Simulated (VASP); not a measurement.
# HfO2 (fluorite type) in VASP: further runs

Runs on HfO2 (fluorite type). Level: PBE. Tasks: single point.

Everything below comes from runs of VASP 6.6.1. Logs are shortened: lines on timing, memory, paths and dates and some standing lists are left out, and cuts for length are marked.

### Step 1. The cell of the first run

Symmetry: R3m, No. 160, trigonal system. The conventional cell has a = 3.585 Å, b = 3.585 Å, c = 8.781 Å, α = 90.00°, β = 90.00°, γ = 120.00°. Hf (site symmetry 3m) has 8 O at 2.14 to 2.26 Å within 2.8 Å. Within 2.8 Å of O (site symmetry 3m) lie 4 Hf at 2.14 to 2.22 Å and 6 O at 2.54 Å. Within 2.9 Å of O (site symmetry 3m) lie 4 Hf at 2.18 to 2.26 Å and 6 O at 2.54 Å.

### Step 2. Single point, PBE

INCAR

```
SYSTEM = HfO2
PREC = Accurate
ENCUT = 520
EDIFF = 1E-7
ISMEAR = -1
SIGMA = 0.05
LREAL = .False.
LASPH = .True.
NELM = 60
ALGO = Normal
ISIF = 2
LWAVE = .False.
LCHARG = .False.
GGA = PE
NBANDS = 18
```

KPOINTS

```
regular mesh
0
Gamma
  4 4 4
  0 0 0
```

POSCAR

```
HfO2
1.0
    0.0000000000      2.5350000000      2.5350000000
    2.5350000000      0.0000000000      2.5350000000
    2.5350000000      2.5350000000      0.0000000000
Hf O
1 2
Direct
    0.0068325476      0.0068325476      0.0068325476
    0.2500000000      0.2500000000      0.2500000000
    0.7500000000      0.7500000000      0.7500000000
```

Potentials or basis: VASP PAW PBE potentials, release 64 (Hf_pv, O).

On the command line:

```console
$ cat potpaw_PBE.64/Hf_pv/POTCAR potpaw_PBE.64/O/POTCAR > POTCAR
$ mpirun -np 1 vasp_std > vasp.out
```

OUTCAR:

```text
SYSTEM = HfO2
   PREC = Accurate
   ENCUT = 520
   EDIFF = 1E-7
   ISMEAR = -1
   LREAL = .False.
   LASPH = .True.
   NELM = 60
   ISIF = 2
   GGA = PE

 ion  position               nearest neighbor table
   1  0.007  0.007  0.007-   2 2.14   3 2.18   3 2.18   3 2.18   2 2.22   2 2.22   2 2.22   3 2.26

   2  0.250  0.250  0.250-   1 2.14   1 2.22   1 2.22   1 2.22
   3  0.750  0.750  0.750-   1 2.18   1 2.18   1 2.18   1 2.26

  LATTYP: Found a face centered cubic cell.
 ALAT       =     5.0700000000

  Lattice vectors:

 A1 = (   0.0000000000,   2.5350000000,   2.5350000000)
 A2 = (   2.5350000000,   0.0000000000,   2.5350000000)
 A3 = (   2.5350000000,   2.5350000000,   0.0000000000)

Analysis of symmetry for initial positions (statically):
=====================================================================
 Subroutine PRICEL returns:
 Original cell was already a primitive cell.

 Routine SETGRP: Setting up the symmetry group for a
 face centered cubic supercell.

 Subroutine GETGRP returns: Found  6 space group operations
 (whereof  6 operations were pure point group operations)
 out of a pool of 48 trial point group operations.

The static configuration has the point symmetry C_3v.

Analysis of symmetry for dynamics (positions and initial velocities):
=====================================================================
 Subroutine PRICEL returns:
 Original cell was already a primitive cell.

 Routine SETGRP: Setting up the symmetry group for a
 face centered cubic supercell.

 Subroutine GETGRP returns: Found  6 space group operations
 (whereof  6 operations were pure point group operations)
 out of a pool of 48 trial point group operations.

The dynamic configuration has the point symmetry C_3v.

 Subroutine INISYM returns: Found  6 space group operations
 (whereof  6 operations are pure point group operations),
 and found     1 'primitive' translations

----------------------------------------------------------------------------------------

                                     Primitive cell

  volume of cell :      32.5810

  direct lattice vectors                    reciprocal lattice vectors
     0.000000000  2.535000000  2.535000000    -0.197238659  0.197238659  0.197238659
     2.535000000  0.000000000  2.535000000     0.197238659 -0.197238659  0.197238659
     2.535000000  2.535000000  0.000000000     0.197238659  0.197238659 -0.197238659

  length of vectors
     3.585031381  3.585031381  3.585031381     0.341627378  0.341627378  0.341627378

  position of ions in fractional coordinates (direct lattice)
     0.006832548  0.006832548  0.006832548
     0.250000000  0.250000000  0.250000000
     0.750000000  0.750000000  0.750000000

  ion indices of the primitive-cell ions
   primitive index   ion index
                 1           1
                 2           2
                 3           3

----------------------------------------------------------------------------------------

 KPOINTS: regular mesh

Automatic generation of k-mesh.
 Grid dimensions read from file:
 generate k-points for:    4    4    4

 Generating k-lattice:

  Cartesian coordinates                     Fractional coordinates (reciprocal lattice)
    -0.049309665  0.049309665  0.049309665     0.250000000  0.000000000  0.000000000
     0.049309665 -0.049309665  0.049309665     0.000000000  0.250000000  0.000000000
     0.049309665  0.049309665 -0.049309665     0.000000000  0.000000000  0.250000000

  Length of vectors
     0.085406845  0.085406845  0.085406845

  Shift w.r.t. Gamma in fractional coordinates (k-lattice)
     0.000000000  0.000000000  0.000000000

 Subroutine IBZKPT returns following result:
 ===========================================

 Found     13 irreducible k-points:

 Following reciprocal coordinates:
            Coordinates               Weight
  0.000000  0.000000  0.000000      1.000000
  0.250000  0.000000  0.000000      6.000000
  0.250000  0.250000  0.250000      2.000000
  0.500000  0.000000  0.000000      3.000000
  0.500000  0.500000  0.500000      1.000000
  0.250000  0.250000  0.000000      6.000000
  0.500000  0.250000  0.000000     12.000000
  0.250000  0.250000 -0.250000      6.000000
  0.500000  0.250000  0.500000      6.000000
 -0.250000  0.250000  0.000000      6.000000
  0.250000  0.250000  0.500000      6.000000
  0.500000  0.500000  0.000000      3.000000
 -0.250000  0.500000  0.250000      6.000000
   k-points           NKPTS =     13   k-points in BZ     NKDIM =     13   number of bands    NBANDS=     18
   number of dos      NEDOS =    301   number of ions     NIONS =      3
   total plane-waves  NPLWV =  21952
   dimension x,y,z NGX =    28 NGY =   28 NGZ =   28
   dimension x,y,z NGXF=    56 NGYF=   56 NGZF=   56
   ions per type =               1   2
   NGX,Y,Z   is equivalent  to a cutoff of  12.98, 12.98, 12.98 a.u.
   NGXF,Y,Z  is equivalent  to a cutoff of  25.97, 25.97, 25.97 a.u.
 SYSTEM =  HfO2
   PREC   = accura    normal or accurate (medium, high low for compatibility)
   ISTART =      0    job   : 0-new  1-cont  2-samecut
   ICHARG =      2    charge: 1-file 2-atom 10-const
   ISPIN  =      1    spin polarized calculation?
   LNONCOLLINEAR =      F non collinear calculations
   LSORBIT =      F    spin-orbit coupling
   LASPH  =      T    aspherical Exc in radial PAW
   ENCUT  =  520.0 eV  38.22 Ry    6.18 a.u.   6.67  6.67  6.67*2*pi/ulx,y,z
   NELM   =     60;   NELMIN=  2; NELMDL= -5     # of ELM steps
   EDIFF  = 0.1E-06   stopping-criterion for ELM
   LREAL  =      F    real-space projection
   EDIFFG = 0.1E-05   stopping-criterion for IOM
   NSW    =      0    number of steps for IOM
   IBRION =     -1    ionic relax: 0-MD 1-quasi-New 2-CG
   NFREE  =      0    steps in history (QN), initial steepest desc. (CG)
   ISIF   =      2    stress and relaxation
   ISYM   =      2    0-nonsym 1-usesym 2-fastsym
   POTIM  = 0.5000    time-step for ionic-motion
   TEBEG  =    0.0;   TEEND  =   0.0 temperature during run
   PSTRESS=    0.0 pullay stress
   NELECT =      22.0000    total number of electrons
   NUPDOWN=      -1.0000    fix difference up-down
   EMIN   =  10.00;   EMAX   =-10.00  energy-range for DOS
   EFERMI =   0.00;   METHOD = LEGACY
   ISMEAR =    -1;   SIGMA  =   0.05  broadening in eV -4-tet -1-fermi 0-gaus
   EFERMI_NEDOS =   21; number of points for ismear=-14 and -15
   IALGO  =     38    algorithm
   IMIX   =      4    mixing-type and parameters
     AMIX     =   0.40;   BMIX     =  1.00
     AMIX_MAG =   1.60;   BMIX_MAG =  1.00
  volume/ion in A,a.u.               =      10.86        73.29
  Fermi-wavevector in a.u.,A,eV,Ry     =   1.436242  2.714105 28.065995  2.062792
  Thomas-Fermi vector in A             =   2.555452
   LORBIT       =      0    0 simple, 1 ext, 2 COOP (PROOUT), +10 PAW based schemes
   GGA     = PE    functional components
   LHFCALC =     F    Hartree Fock is set to
   AEXX    =    0.0000 exact exchange contribution
   IVDW    =     0    specifies the selected vdW correction
   LEPSILON=     F    determine dielectric tensor
   LRPA    =     F    only Hartree local field effects (RPA)
 non-spin polarized calculation
  energy-cutoff  :      520.00
  volume of cell :       32.58
 maximum number of plane-waves:       893
 NGX is ok and might be reduce to    28
   NGX = 13   NGY = 13   NGZ = 13

 number of electron      21.9999990 magnetization

 Free energy of the ion-electron system (eV)
  ---------------------------------------------------
  ext. energy  EPLUGINS =         0.00000000
  ---------------------------------------------------
  free energy    TOTEN  =       -30.23801978 eV

  energy without entropy =      -30.23801978  energy(sigma->0) =      -30.23801978

 E-fermi :   5.3180     XC(G=0): -11.8370

 val. band max:        4.2811173066   @ k =   0.5000   0.5000   0.0000
 cond. band min:       8.0921873458   @ k =   0.5000   0.5000   0.0000
 fundamental gap:      3.8110700391
 Fermi energy:         5.3179587806

 k-point     1 :       0.0000    0.0000    0.0000
  band No.  band energies     occupation
      1     -25.4049      2.00000
      2     -25.4007      2.00000
      3     -25.4007      2.00000
      4     -14.4543      2.00000
      5     -11.4355      2.00000
      6      -1.0639      2.00000
[... 10 lines left out ...]
     17      14.6898      0.00000
     18      17.8867      0.00000

 k-point     2 :       0.2500    0.0000    0.0000
  band No.  band energies     occupation
      1     -25.6260      2.00000
      2     -25.4295      2.00000
      3     -25.4257      2.00000
      4     -13.7535      2.00000
      5     -11.9403      2.00000
      6      -0.5664      2.00000
[... 10 lines left out ...]
     17      14.0209      0.00000
     18      16.9364      0.00000

 k-point     3 :       0.2500    0.2500    0.2500
  band No.  band energies     occupation
      1     -25.6298      2.00000
      2     -25.4257      2.00000
      3     -25.4257      2.00000
      4     -13.7535      2.00000
      5     -11.9403      2.00000
      6      -0.5431      2.00000
[... 10 lines left out ...]
     17      13.9617      0.00000
     18      17.0011      0.00000

 k-point     4 :       0.5000    0.0000    0.0000
  band No.  band energies     occupation
      1     -25.8343      2.00000
      2     -25.4547      2.00000
      3     -25.4505      2.00000
      4     -13.2193      2.00000
      5     -12.1283      2.00000
      6      -0.0409      2.00000
[... 144 lines left out ...]
      4     -13.0089      2.00000
      5     -12.3237      2.00000
      6      -0.6827      2.00000
[... 10 lines left out ...]
     17      15.1087      0.00000
     18      17.3512      0.00000

 k-point    12 :       0.5000    0.5000    0.0000
  band No.  band energies     occupation
      1     -25.8603      2.00000
      2     -25.5274      2.00000
      3     -25.5239      2.00000
      4     -12.7061      2.00000
      5     -12.2937      2.00000
      6      -2.1882      2.00000
[... 10 lines left out ...]
     17      17.5215      0.00000
     18      17.7219      0.00000

 k-point    13 :      -0.2500    0.5000    0.2500
  band No.  band energies     occupation
      1     -25.6980      2.00000
      2     -25.6952      2.00000
      3     -25.5272      2.00000
      4     -12.4966      2.00000
      5     -12.4924      2.00000
      6      -1.0277      2.00000
[... 10 lines left out ...]
     17      17.1783      0.00000
     18      17.7255      0.00000

------------------------ aborting loop because EDIFF is reached ----------------------------------------

  FORCE on cell =-STRESS in cart. coord.  units (eV):
  Direction    XX          YY          ZZ          XY          YZ          ZX
  --------------------------------------------------------------------------------------
  -------------------------------------------------------------------------------------
  Total        0.1532350      0.1532350      0.1532350      0.0468316      0.0468316      0.0468316
  in kB        7.5353734      7.5353734      7.5353734      2.3029543      2.3029543      2.3029543
  external PRESSURE =       7.5353734 kB  Pullay stress =       0.0000000 kB

 VOLUME and BASIS-vectors are now :
 -----------------------------------------------------------------------------
  energy-cutoff  :      520.00
  volume of cell :       32.58
      direct lattice vectors                 reciprocal lattice vectors
     0.000000000  2.535000000  2.535000000    -0.197238659  0.197238659  0.197238659
     2.535000000  0.000000000  2.535000000     0.197238659 -0.197238659  0.197238659
     2.535000000  2.535000000  0.000000000     0.197238659  0.197238659 -0.197238659

 POSITION                                       TOTAL-FORCE (eV/Angst)
 -----------------------------------------------------------------------------------
      0.03464      0.03464      0.03464        -0.183306     -0.183306     -0.183306
      1.26750      1.26750      1.26750         0.119233      0.119233      0.119233
      3.80250      3.80250      3.80250         0.064073      0.064073      0.064073
 -----------------------------------------------------------------------------------
    total drift:                               -0.000064     -0.000064     -0.000064

  FREE ENERGIE OF THE ION-ELECTRON SYSTEM (eV)
  ---------------------------------------------------
  free  energy   TOTEN  =       -30.2380197787 eV

  energy  without entropy=      -30.2380197786  energy(sigma->0) =      -30.23801978
```

Run time: 9.2 s. Hardware: 1 thread of AMD EPYC 7R43 (Zen 3), shared host; peak memory 0.12 GiB.

Results:

```yaml
Free_energy: -30.2380 eV
Pressure: 0.8 GPa
Largest_force: 0.317 eV/Å
Band_gap_on_the_k_mesh: 3.81 eV
```

Forces in eV/Å, atoms in the order of the input:
```
Hf  -0.183 -0.183 -0.183
O    0.119  0.119  0.119
O    0.064  0.064  0.064
```

Stress tensor (GPa, compression positive):
```
0.75 0.23 0.23
0.23 0.75 0.23
0.23 0.23 0.75
```

Caveat: the k points lie up to 0.54 Å⁻¹ apart; spin-orbit coupling is left out, which moves the levels of the heavy elements. A k mesh can miss the band edges.

### Step 3. Single point, PBE

INCAR

```
PREC     = Accurate       # precision mode
ENCUT    = 520            # plane-wave cutoff, eV
EDIFF    = 1E-7           # SCF threshold, eV
ISMEAR   = -1             # smearing method
SIGMA    = 0.02           # smearing width, eV
LREAL    = F              # projectors in reciprocal space
LASPH    = T              # aspherical terms in the spheres
NELM     = 60             # most SCF steps
ALGO     = Normal         # electronic algorithm
ISIF     = 2              # what is computed and relaxed
LWAVE    = F              # write WAVECAR
LCHARG   = F              # write CHGCAR
GGA      = PE             # functional
NBANDS   = 18             # bands
```

KPOINTS

```
Automatic mesh
0
Gamma
  6 6 6
```

POSCAR, as its differences from that of step 2:

```diff
@@ -8,3 +8,3 @@
 Direct
-    0.0068325476      0.0068325476      0.0068325476
+    0.0000000000      0.0000000000      0.0000000000
     0.2500000000      0.2500000000      0.2500000000
```

Potentials or basis: VASP PAW PBE potentials, release 64 (Hf_pv, O).

On the command line:

```console
$ cat potpaw_PBE.64/Hf_pv/POTCAR potpaw_PBE.64/O/POTCAR > POTCAR
$ mpirun -np 1 vasp_std > vasp.out
```

Wall time 11 s (1 thread of AMD EPYC 7R43 (Zen 3), shared host); peak memory 0.12 GiB.

The run converged. Its results:

| Quantity | Value |
| --- | --- |
| Free energy | -30.2480 eV |
| Pressure | 0.4 GPa |
| Band gap on the k mesh | 3.80 eV |

Levels at points of the mesh, in eV from the valence-band top:
| k point | band 7 | band 8 | band 9 | band 10 | band 11 | band 12 | band 13 | band 14 | band 15 | band 16 |
| --- | --- | --- | --- | --- | --- | --- | --- | --- | --- | --- |
| (0.00, 0.00, 0.00) | -5.34 | -5.34 | -0.61 | -0.61 | -0.61 | 3.88 | 3.88 | 5.84 | 10.42 | 10.42 |
| (0.50, 0.00, 0.00) | -4.31 | -3.04 | -2.73 | -1.83 | -1.83 | 4.61 | 4.61 | 6.98 | 9.07 | 9.38 |
| (0.50, 0.50, 0.00) | -3.46 | -3.46 | -1.53 | -1.53 | 0.00 | 3.80 | 5.50 | 6.64 | 8.16 | 8.16 |

Caveat: spin-orbit coupling is left out, which moves the levels of the heavy elements. A k mesh can miss the band edges.

### Step 4. Single point, PBE

INCAR

```
SYSTEM = HfO2
  ALGO = Normal
  EDIFF = 1E-6
  ENCUT = 520
  GGA = PE
  ISIF = 2
  ISMEAR = -1
  LASPH = .True.
  LCHARG = .True.
  LELF = .True.
  LREAL = .False.
  LVHAR = .True.
  LWAVE = .False.
  NBANDS = 18
  NELM = 100
  PREC = Accurate
  SIGMA = 0.02
```

KPOINTS

```
k-points
0
Gamma
  6 6 6
  0 0 0
```

POSCAR is that of step 3.

Potentials or basis: VASP PAW PBE potentials, release 64 (Hf_pv, O).

On the command line:

```console
$ cat potpaw_PBE.64/Hf_pv/POTCAR potpaw_PBE.64/O/POTCAR > POTCAR
$ mpirun -np 1 vasp_std > vasp.out
```

OUTCAR:

```text
SYSTEM = HfO2
   EDIFF = 1E-6
   ENCUT = 520
   GGA = PE
   ISIF = 2
   ISMEAR = -1
   LASPH = .True.
   LREAL = .False.
   NELM = 100
   PREC = Accurate

 ion  position               nearest neighbor table
   1  0.000  0.000  0.000-   3 2.20   3 2.20   3 2.20   2 2.20   3 2.20   2 2.20   2 2.20   2 2.20

   2  0.250  0.250  0.250-   1 2.20   1 2.20   1 2.20   1 2.20
   3  0.750  0.750  0.750-   1 2.20   1 2.20   1 2.20   1 2.20

  LATTYP: Found a face centered cubic cell.
 ALAT       =     5.0700000000

  Lattice vectors:

[... 515 lines left out ...]

  FORCE on cell =-STRESS in cart. coord.  units (eV):
  Direction    XX          YY          ZZ          XY          YZ          ZX
  --------------------------------------------------------------------------------------
  -------------------------------------------------------------------------------------
  Total        0.0751657      0.0751657      0.0751657      0.0000000      0.0000000      0.0000000
  in kB        3.6962945      3.6962945      3.6962945      0.0000000      0.0000000      0.0000000
  external PRESSURE =       3.6962945 kB  Pullay stress =       0.0000000 kB

 VOLUME and BASIS-vectors are now :
 -----------------------------------------------------------------------------
  energy-cutoff  :      520.00
  volume of cell :       32.58
      direct lattice vectors                 reciprocal lattice vectors
     0.000000000  2.535000000  2.535000000    -0.197238659  0.197238659  0.197238659
     2.535000000  0.000000000  2.535000000     0.197238659 -0.197238659  0.197238659
     2.535000000  2.535000000  0.000000000     0.197238659  0.197238659 -0.197238659

 POSITION                                       TOTAL-FORCE (eV/Angst)
 -----------------------------------------------------------------------------------
      0.00000      0.00000      0.00000         0.000000      0.000000      0.000000
      1.26750      1.26750      1.26750         0.000000      0.000000      0.000000
      3.80250      3.80250      3.80250        -0.000000     -0.000000     -0.000000
 -----------------------------------------------------------------------------------
    total drift:                                0.000000      0.000000      0.000000

  FREE ENERGIE OF THE ION-ELECTRON SYSTEM (eV)
  ---------------------------------------------------
  free  energy   TOTEN  =       -30.2480350494 eV

  energy  without entropy=      -30.2480350494  energy(sigma->0) =      -30.24803505
```

It took 10 s on 1 thread of AMD EPYC 7R43 (Zen 3), shared host; peak memory 0.13 GiB.

Results:

```
Free energy            : -30.2480 eV
Pressure               : 0.4 GPa
Band gap on the k mesh : 3.80 eV
```

Caveat: spin-orbit coupling is left out, which moves the levels of the heavy elements. A k mesh can miss the band edges.
